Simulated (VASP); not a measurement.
Runs of VASP 6.6.1 on ZnSe (Stilleite). The structure is that of space group F-43m (No. 216), or close to it. The cells are those of the table. 

```csv
cell,gap on the mesh (eV),pressure (GPa)
"a = 4.086 Å, angles 60.0°, 2 atoms",(b),-5.9
"a = 4.008 Å, angles 60.0°, 2 atoms",1.06,-3.0
"a = 4.034 Å, angles 60.0°, 2 atoms",0.98,-4.1
"a = 3.926 Å, angles 60.0°, 2 atoms",1.32,1.1
"a = 3.981 Å, angles 60.0°, 2 atoms",(a),-1.8
```

Alike in all rows: task single point; level LDA; potentials or basis VASP PAW LDA potentials, release 64 (Zn, Se); no spin polarisation; k mesh 5 × 5 × 5; cutoff (eV) 520; smearing gaussian 0.01 eV.

Task: Estimate the missing entries.

Result: (a) 1.14; (b) 0.83.

A k mesh can miss the band edges, and the runs leave out spin-orbit coupling on Se.
